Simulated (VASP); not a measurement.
# Ir (I4/mmm) in VASP: notebook

Ir is run at these levels: LDA; tasks: single point.

Everything below comes from runs of VASP 6.6.1. Logs are shortened: lines on timing, memory, paths and dates and some standing lists are left out, and cuts for length are marked.

## Step 1: The cell of the first run

The structure is tetragonal, space group I4/mmm (No. 139). Conventional cell: a = 2.604 Å, b = 2.604 Å, c = 4.298 Å, α = 90.00°, β = 90.00°, γ = 90.00°. Within 3.4 Å of Ir (site symmetry 4/mmm) lie 12 Ir at 2.60 to 2.83 Å.

## Step 2: Single point, LDA (14.57 Å³/atom)

The input, INCAR:

```
PREC = Accurate
ENCUT = 520
EDIFF = 1E-6
ISMEAR = 0
SIGMA = 0.15
LREAL = F
LASPH = T
NELM = 60
ALGO = Normal
ISIF = 2
LWAVE = F
LCHARG = F
GGA = CA
NBANDS = 10
```

The input, KPOINTS:

```
Automatic mesh
0
Gamma
  22 22 22
```

The input, POSCAR:

```
Ir
1.0
    0.0000000000      1.8414052247      2.1489198972
    1.8414052247      0.0000000000      2.1489198972
    1.8414052247      1.8414052247      0.0000000000
Ir
1
Direct
    0.0000000000      0.0000000000      0.0000000000
```

Potentials or basis: VASP PAW LDA potentials, release 64 (Ir).

Run with:

```console
$ cat potpaw_LDA.64/Ir/POTCAR > POTCAR
$ mpirun -np 1 vasp_std > vasp.out
```

OUTCAR:

```text
PREC = Accurate
   ENCUT = 520
   EDIFF = 1E-6
   ISMEAR = 0
   LREAL = F
   LASPH = T
   NELM = 60
   ISIF = 2
   GGA = CA

 ion  position               nearest neighbor table
   1  0.000  0.000  0.000-

  LATTYP: Found a body centered tetragonal cell.
 ALAT       =     2.6041402426
 C/A-ratio  =     1.6503872273

  Lattice vectors:

 A1 = (  -1.8414052247,   0.0000000000,   2.1489198972)
 A2 = (   1.8414052247,   0.0000000000,   2.1489198972)
 A3 = (   0.0000000000,   1.8414052247,  -2.1489198972)

Analysis of symmetry for initial positions (statically):
=====================================================================
 Subroutine PRICEL returns:
 Original cell was already a primitive cell.

 Routine SETGRP: Setting up the symmetry group for a
 body centered tetragonal supercell.

 Subroutine GETGRP returns: Found 16 space group operations
 (whereof 16 operations were pure point group operations)
 out of a pool of 16 trial point group operations.

The static configuration has the point symmetry D_4h.

Analysis of symmetry for dynamics (positions and initial velocities):
=====================================================================
 Subroutine PRICEL returns:
 Original cell was already a primitive cell.

 Routine SETGRP: Setting up the symmetry group for a
 body centered tetragonal supercell.

 Subroutine GETGRP returns: Found 16 space group operations
 (whereof 16 operations were pure point group operations)
 out of a pool of 16 trial point group operations.

The dynamic configuration has the point symmetry D_4h.

 Subroutine INISYM returns: Found 16 space group operations
 (whereof 16 operations are pure point group operations),
 and found     1 'primitive' translations

----------------------------------------------------------------------------------------

                                     Primitive cell

  volume of cell :      14.5730

  direct lattice vectors                    reciprocal lattice vectors
     0.000000000  1.841405225  2.148919897    -0.271531759  0.271531759  0.232675029
     1.841405225  0.000000000  2.148919897     0.271531759 -0.271531759  0.232675029
     1.841405225  1.841405225  0.000000000     0.271531759  0.271531759 -0.232675029

  length of vectors
     2.829952283  2.829952283  2.604140243     0.448995169  0.448995169  0.448995169

  position of ions in fractional coordinates (direct lattice)
     0.000000000  0.000000000  0.000000000

  ion indices of the primitive-cell ions
   primitive index   ion index
                 1           1

----------------------------------------------------------------------------------------

 KPOINTS: Automatic mesh

Automatic generation of k-mesh.
 Grid dimensions read from file:
 generate k-points for:   22   22   22

 Generating k-lattice:

  Cartesian coordinates                     Fractional coordinates (reciprocal lattice)
    -0.012342353  0.012342353  0.010576138     0.045454545  0.000000000  0.000000000
     0.012342353 -0.012342353  0.010576138     0.000000000  0.045454545  0.000000000
     0.012342353  0.012342353 -0.010576138    -0.000000000 -0.000000000  0.045454545

  Length of vectors
     0.020408871  0.020408871  0.020408871

  Shift w.r.t. Gamma in fractional coordinates (k-lattice)
     0.000000000  0.000000000  0.000000000

 Subroutine IBZKPT returns following result:
 ===========================================

 Found    834 irreducible k-points:

 Following reciprocal coordinates:
            Coordinates               Weight
  0.000000  0.000000  0.000000      1.000000
  0.045455  0.000000  0.000000      8.000000
  0.090909  0.000000  0.000000      8.000000
  0.136364  0.000000  0.000000      8.000000
  0.181818  0.000000  0.000000      8.000000
  0.227273  0.000000  0.000000      8.000000
[... 16 lines left out ...]
  0.500000  0.045455  0.000000      8.000000
 -0.454545  0.045455  0.000000      8.000000
 [... further k-points ...]
   k-points           NKPTS =    834   k-points in BZ     NKDIM =    834   number of bands    NBANDS=     10
   number of dos      NEDOS =    301   number of ions     NIONS =      1
   total plane-waves  NPLWV =  11520
   dimension x,y,z NGX =    24 NGY =   24 NGZ =   20
   dimension x,y,z NGXF=    48 NGYF=   48 NGZF=   40
   ions per type =               1
   NGX,Y,Z   is equivalent  to a cutoff of  14.10, 14.10, 12.77 a.u.
   NGXF,Y,Z  is equivalent  to a cutoff of  28.20, 28.20, 25.54 a.u.
 SYSTEM =  unknown system
   PREC   = accura    normal or accurate (medium, high low for compatibility)
   ISTART =      0    job   : 0-new  1-cont  2-samecut
   ICHARG =      2    charge: 1-file 2-atom 10-const
   ISPIN  =      1    spin polarized calculation?
   LNONCOLLINEAR =      F non collinear calculations
   LSORBIT =      F    spin-orbit coupling
   LASPH  =      T    aspherical Exc in radial PAW
   ENCUT  =  520.0 eV  38.22 Ry    6.18 a.u.   5.26  5.26  4.84*2*pi/ulx,y,z
   NELM   =     60;   NELMIN=  2; NELMDL= -5     # of ELM steps
   EDIFF  = 0.1E-05   stopping-criterion for ELM
   LREAL  =      F    real-space projection
   EDIFFG = 0.1E-04   stopping-criterion for IOM
   NSW    =      0    number of steps for IOM
   IBRION =     -1    ionic relax: 0-MD 1-quasi-New 2-CG
   NFREE  =      0    steps in history (QN), initial steepest desc. (CG)
   ISIF   =      2    stress and relaxation
   ISYM   =      2    0-nonsym 1-usesym 2-fastsym
   POTIM  = 0.5000    time-step for ionic-motion
   TEBEG  =    0.0;   TEEND  =   0.0 temperature during run
   PSTRESS=    0.0 pullay stress
   NELECT =       9.0000    total number of electrons
   NUPDOWN=      -1.0000    fix difference up-down
   EMIN   =  10.00;   EMAX   =-10.00  energy-range for DOS
   EFERMI =   0.00;   METHOD = LEGACY
   ISMEAR =     0;   SIGMA  =   0.15  broadening in eV -4-tet -1-fermi 0-gaus
   EFERMI_NEDOS =   21; number of points for ismear=-14 and -15
   IALGO  =     38    algorithm
   IMIX   =      4    mixing-type and parameters
     AMIX     =   0.40;   BMIX     =  1.00
     AMIX_MAG =   1.60;   BMIX_MAG =  1.00
  volume/ion in A,a.u.               =      14.57        98.34
  Fermi-wavevector in a.u.,A,eV,Ry     =   1.394139  2.634540 26.444596  1.943623
  Thomas-Fermi vector in A             =   2.517717
   LORBIT       =      0    0 simple, 1 ext, 2 COOP (PROOUT), +10 PAW based schemes
   GGA     = CA    functional components
   LHFCALC =     F    Hartree Fock is set to
   AEXX    =    0.0000 exact exchange contribution
   IVDW    =     0    specifies the selected vdW correction
   LEPSILON=     F    determine dielectric tensor
   LRPA    =     F    only Hartree local field effects (RPA)
 non-spin polarized calculation
 Gauss-broadening in eV      SIGMA  =   0.15
  energy-cutoff  :      520.00
  volume of cell :       14.57
 maximum number of plane-waves:       406
 NGX is ok and might be reduce to    24
   NGX = 11   NGY = 11   NGZ =  9

 number of electron       9.0000000 magnetization

 Free energy of the ion-electron system (eV)
  ---------------------------------------------------
  ext. energy  EPLUGINS =         0.00000000
  ---------------------------------------------------
  free energy    TOTEN  =       -10.05120547 eV

  energy without entropy =      -10.03858903  energy(sigma->0) =      -10.04489725

 E-fermi :   9.7632     XC(G=0): -13.9597

 val. band max:        9.7619175689   @ k =   0.3636   0.0455   0.2727
 cond. band min:       9.7639647545   @ k =  -0.2727   0.3182   0.0909
 fundamental gap:      0.0020471856
 Fermi energy:         9.7632143603

 k-point     1 :       0.0000    0.0000    0.0000
  band No.  band energies     occupation
      1      -0.9851      2.00000
      2       4.7641      2.00000
      3       6.9284      2.00000
      4       6.9284      2.00000
      5       7.1545      2.00000
      6       9.9074      0.17404
      7      24.5984      0.00000
      8      26.8647      0.00000
      9      31.0945      0.00000
     10      31.0945      0.00000

 k-point     2 :       0.0455    0.0000    0.0000
  band No.  band energies     occupation
      1      -0.8945      2.00000
      2       4.7976      2.00000
      3       6.8729      2.00000
      4       6.9653      2.00000
      5       7.1626      2.00000
      6       9.8580      0.37169
      7      24.7485      0.00000
      8      26.9361      0.00000
      9      30.5555      0.00000
     10      31.2520      0.00000

 k-point     3 :       0.0909    0.0000    0.0000
  band No.  band energies     occupation
      1      -0.6285      2.00000
      2       4.8890      2.00000
      3       6.6937      2.00000
      4       7.0709      2.00000
      5       7.2271      2.00000
      6       9.7209      1.30975
      7      25.1619      0.00000
      8      27.0349      0.00000
      9      29.6450      0.00000
     10      31.7103      0.00000

 k-point     4 :       0.1364    0.0000    0.0000
  band No.  band energies     occupation
      1      -0.2073      2.00000
      2       5.0153      2.00000
      3       6.4208      2.00000
      4       7.2276      2.00000
      5       7.3911      2.00000
      6       9.5298      1.97223
      7      25.7118      0.00000
      8      26.7008      0.00000
      9      29.3289      0.00000
     10      32.4252      0.00000

 k-point     5 :       0.1818    0.0000    0.0000
  band No.  band energies     occupation
      1       0.3298      2.00000
      2       5.1589      2.00000
      3       6.1132      2.00000
      4       7.3985      2.00000
      5       7.6857      2.00000
      6       9.3410      1.99993
      7      25.6051      0.00000
      8      26.3298      0.00000
      9      29.8792      0.00000
     10      33.3072      0.00000

 k-point     6 :       0.2273    0.0000    0.0000
  band No.  band energies     occupation
      1       0.9137      2.00000
      2       5.3369      2.00000
      3       5.8305      2.00000
      4       7.5187      2.00000
      5       8.1243      2.00000
      6       9.2360      2.00000
      7      24.4066      0.00000
      8      26.3847      0.00000
      9      30.8257      0.00000
     10      32.8007      0.00000
[... 183 lines left out ...]
 k-point    21 :       0.4091    0.0455    0.0000
  band No.  band energies     occupation
      1       2.0768      2.00000
      2       5.0798      2.00000
      3       7.2641      2.00000
      4       7.5188      2.00000
      5      10.0722      0.00357
      6      10.2343      0.00001
      7      19.1195      0.00000
      8      23.8418      0.00000
      9      30.4068      0.00000
     10      31.3410      0.00000

 k-point    22 :       0.4545    0.0455    0.0000
  band No.  band energies     occupation
      1       2.1003      2.00000
      2       5.0194      2.00000
      3       7.1374      2.00000
      4       8.3941      2.00000
      5      10.2182      0.00002
      6      10.7886      0.00000
      7      17.8295      0.00000
      8      23.3875      0.00000
      9      29.4470      0.00000
     10      30.9298      0.00000

 k-point    23 :       0.5000    0.0455    0.0000
  band No.  band energies     occupation
      1       2.1011      2.00000
      2       5.0065      2.00000
      3       7.0605      2.00000
      4       8.8699      2.00000
      5      10.2573      0.00000
      6      11.2393      0.00000
      7      17.0701      0.00000
      8      23.1607      0.00000
      9      28.8231      0.00000
     10      30.8239      0.00000

 k-point    24 :      -0.4545    0.0455    0.0000
  band No.  band energies     occupation
      1       2.1073      2.00000
      2       5.0338      2.00000
      3       7.0457      2.00000
      4       8.7078      2.00000
      5      10.1720      0.00012
      6      11.4476      0.00000
      7      17.1278      0.00000
      8      23.1867      0.00000
      9      28.6640      0.00000
     10      31.0599      0.00000

 [... further k-points ...]

------------------------ aborting loop because EDIFF is reached ----------------------------------------

  FORCE on cell =-STRESS in cart. coord.  units (eV):
  Direction    XX          YY          ZZ          XY          YZ          ZX
  --------------------------------------------------------------------------------------
  -------------------------------------------------------------------------------------
  Total        0.5460254      0.5460254     -3.9234004      0.0000000      0.0000000     -0.0000000
  in kB       60.0308499     60.0308499   -431.3444795      0.0000000      0.0000000     -0.0000000
  external PRESSURE =    -103.7609265 kB  Pullay stress =       0.0000000 kB

 VOLUME and BASIS-vectors are now :
 -----------------------------------------------------------------------------
  energy-cutoff  :      520.00
  volume of cell :       14.57
      direct lattice vectors                 reciprocal lattice vectors
     0.000000000  1.841405225  2.148919897    -0.271531759  0.271531759  0.232675029
     1.841405225  0.000000000  2.148919897     0.271531759 -0.271531759  0.232675029
     1.841405225  1.841405225  0.000000000     0.271531759  0.271531759 -0.232675029

 POSITION                                       TOTAL-FORCE (eV/Angst)
 -----------------------------------------------------------------------------------
      0.00000      0.00000      0.00000         0.000000      0.000000      0.000000
 -----------------------------------------------------------------------------------
    total drift:                               -0.000000     -0.000000     -0.000000

  FREE ENERGIE OF THE ION-ELECTRON SYSTEM (eV)
  ---------------------------------------------------
  free  energy   TOTEN  =       -10.0512054709 eV

  energy  without entropy=      -10.0385890255  energy(sigma->0) =      -10.04489725
```

It took 45 s on 1 thread of AMD EPYC 9R45 (Zen 5), shared host; peak memory 0.21 GiB.

What came out:

```
Free energy            : -10.0512 eV
Pressure               : -10.4 GPa
Band gap on the k mesh : zero (an odd number of electrons rules out a gap without spin polarisation)
```

Levels at points of the mesh, in eV from the Fermi level:
| k point | band 1 | band 2 | band 3 | band 4 | band 5 | band 6 | band 7 | band 8 |
| --- | --- | --- | --- | --- | --- | --- | --- | --- |
| (0.00, 0.00, 0.00) | -10.75 | -5.00 | -2.83 | -2.83 | -2.61 | 0.14 | 14.84 | 17.10 |
| (0.50, 0.00, 0.00) | -7.73 | -4.71 | -2.76 | -0.53 | 0.48 | 1.20 | 7.28 | 13.36 |
| (0.50, 0.50, 0.00) | -7.73 | -7.02 | -0.10 | 1.17 | 1.27 | 1.27 | 7.53 | 13.56 |
| (0.50, 0.00, 0.50) | -7.51 | -6.85 | 0.29 | 0.47 | 2.55 | 2.92 | 10.22 | 11.59 |

Caveat: the cell stands under tension; spin-orbit coupling is left out, which moves the levels of the heavy elements.

## Step 3: Single point, LDA (14.57 Å³/atom)

The input, INCAR:

```
SYSTEM = Ir
  PREC = Accurate
  ENCUT = 520
  EDIFF = 1E-6
  ISMEAR = 0
  SIGMA = 0.15
  LREAL = .False.
  LASPH = .True.
  NELM = 80
  ALGO = Normal
  ISIF = 2
  LWAVE = .False.
  LCHARG = .True.
  LELF = .True.
  LVHAR = .True.
  NBANDS = 10
```

The input, KPOINTS:

```
Automatic mesh
0
Gamma
  22 22 22
  0 0 0
```

The input, POSCAR:

```
Ir
1.0
    0.0000000000      2.0943314827      1.6612237321
    2.0943314827      0.0000000000      1.6612237321
    2.0943314827      2.0943314827      0.0000000000
Ir
1
Direct
    0.0000000000      0.0000000000      0.0000000000
```

Potentials or basis: VASP PAW LDA potentials, release 64 (Ir).

Run with:

```console
$ cat potpaw_LDA.64/Ir/POTCAR > POTCAR
$ mpirun -np 1 vasp_std > vasp.out
```

Run time: 38 s. Hardware: 1 thread of AMD EPYC 9R45 (Zen 5), shared host; peak memory 0.2 GiB.

It converged, with:

| Item | Value |
| --- | --- |
| Free energy | -9.8587 eV |
| Pressure | -7.9 GPa |
| Band gap on the k mesh | zero (an odd number of electrons rules out a gap without spin polarisation) |

Stress tensor (GPa, compression positive):
```
-23.41   0.00   0.00
  0.00 -23.41   0.00
  0.00   0.00  23.25
```

Levels at points of the mesh, in eV from the Fermi level:
| k point | band 1 | band 2 | band 3 | band 4 | band 5 | band 6 | band 7 | band 8 | band 9 |
| --- | --- | --- | --- | --- | --- | --- | --- | --- | --- |
| (0.00, 0.00, 0.00) | -10.61 | -3.93 | -3.93 | -2.86 | -1.61 | -0.02 | 15.56 | 17.77 | 17.77 |
| (0.50, 0.00, 0.00) | -7.59 | -5.01 | -1.72 | -0.30 | 0.10 | 1.91 | 7.55 | 13.45 | 17.76 |
| (0.50, 0.50, 0.00) | -7.12 | -7.08 | 1.14 | 1.59 | 1.59 | 5.63 | 9.09 | 9.09 | 14.01 |
| (0.50, 0.00, 0.50) | -7.47 | -6.22 | 0.21 | 0.28 | 0.48 | 2.28 | 8.59 | 12.34 | 14.93 |

Caveat: the cell stands under tension; spin-orbit coupling is left out, which moves the levels of the heavy elements.
